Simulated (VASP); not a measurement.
# Ca: single point with PBE

Crystal: Ca.

```xyz
1
Lattice="-2.2070 2.2070 2.2070 2.2070 -2.2070 2.2070 2.2070 2.2070 -2.2070" Properties=species:S:1:pos:R:3 pbc="T T T"
Ca    0.0000    0.0000    0.0000
```

This isn't the form of Ca at room conditions, which is fcc.

```json
{
  "Program": "VASP 6.6.1",
  "Task": "single point",
  "Functional": "PBE",
  "Potentials or basis": "VASP PAW PBE potentials, release 64 (Ca_sv)",
  "Cutoff": "520 eV",
  "k mesh": "35 × 35 × 35",
  "Occupations": "fermi-dirac, width 0.0612256 eV",
  "Spin": "no spin polarisation",
  "Dipole correction": "no",
  "Further INCAR settings": "ALGO = Normal; EDIFF = 1e-07; NBANDS = 11"
}
```

| Property | Result |
| --- | --- |
| Pressure | -0.3 GPa |
| Band gap on the k mesh | zero (bands 5 and 6 overlap by 0.36 eV) |

Levels at points of the mesh, in eV from the Fermi level:
```tsv
k point	band 2	band 3	band 4	band 5	band 6	band 7	band 8	band 9
(0.00, 0.00, 0.00)	-23.03	-23.03	-23.03	-4.04	2.26	2.26	2.26	3.30
```

It took 10 min on 1 thread of Intel Xeon 8259CL, with other jobs on the host, peak memory 0.6 GiB.
